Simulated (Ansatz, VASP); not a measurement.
GaSb: VASP beside Ansatz

Contents of POSCAR:

```
GaSb
1.0
    0.0000000000      3.0658787979      3.1885139498
    3.0658787979      0.0000000000      3.1885139498
    3.0658787979      3.0658787979      0.0000000000
Ga Sb
1 1
Direct
    0.0000000000      0.0000000000      0.0000000000
    0.2500000000      0.2500000000      0.2500000000
```

INCAR.step1

```
  ALGO = Normal
  EDIFF = 1E-4
  ENCUT = 520
  GGA = PE
  ISMEAR = -1
  LASPH = True
  LCHARG = False
  LREAL = False
  LWAVE = True
  NBANDS = 16
  NELM = 80
  PREC = Accurate
  SIGMA = 0.02
```

File INCAR.step2:

```
  ALGO = Normal
  EDIFF = 1E-7
  ENCUT = 520
  ISIF = 2
  ISMEAR = -1
  ISTART = 1
  LASPH = True
  LCHARG = False
  LMIXTAU = True
  LREAL = False
  LWAVE = False
  METAGGA = R2SCAN
  NBANDS = 16
  NELM = 80
  PREC = Accurate
  SIGMA = 0.02
```

KPOINTS

```
k-points
0
Gamma
  8 8 8
```

Input for Ansatz:

```yaml
crystal:
  lattice:
    - [0.0, 3.0658787979, 3.1885139498]
    - [3.0658787979, 0.0, 3.1885139498]
    - [3.0658787979, 3.0658787979, 0.0]
  atoms:
    - { symbol: Ga, position: [0.0, 0.0, 0.0] }
    - { symbol: Sb, position: [0.25, 0.25, 0.25] }
kpoints:
  mp_grid: { grid: [8, 8, 8] }
  band_path:
    path:
      - [0.0, 0.0, 0.0]
      - [-0.5, -0.5, 0.0]
      - [-0.375, -0.375, 0.25]
      - [-0.375, 0.0, 0.375]
      - [0.0, 0.0, 0.5]
      - [-0.5, -0.25, 0.25]
      - [-0.017253, -0.017253, 0.0]
    npoints: 1
hamiltonian:
  xc: r2scan
scf:
  occupations: { method: fermi_dirac, width: 0.02 }
  n_extra_bands: 4
output:
  forces: true
  stress: true
  eigenvalues: true
```

Change from the starting cell: uniaxial_z strain +4.0%.

Alike in both runs: task single point; functional r2SCAN; k mesh 8 × 8 × 8; occupations fermi-dirac, width 0.02 eV; no spin polarisation.

|  | VASP | Ansatz |
| --- | --- | --- |
| version | VASP 6.6.1 | Ansatz 0.2.0 |
| potentials or method | VASP PAW PBE potentials, release 64 (Ga_d, Sb) | plane waves, PAW |
| plane-wave cutoff (eV) | 520 | 500 |
| valence electrons in the cell | 18 | 28 |

|  | VASP | Ansatz | Ansatz less VASP |
| --- | --- | --- | --- |
| pressure (GPa) | -1.8 | -1.9 | -0.08 |
| traceless stress, the component that is largest in VASP (GPa) | -1.33 | -1.35 | -0.016 |

VASP's potentials were made for PBE, not for r2SCAN. VASP's potentials hold 18 valence electrons a cell and Ansatz's 28, so a difference there can come from the potentials and not from the codes.

Neither program's run includes spin-orbit coupling.
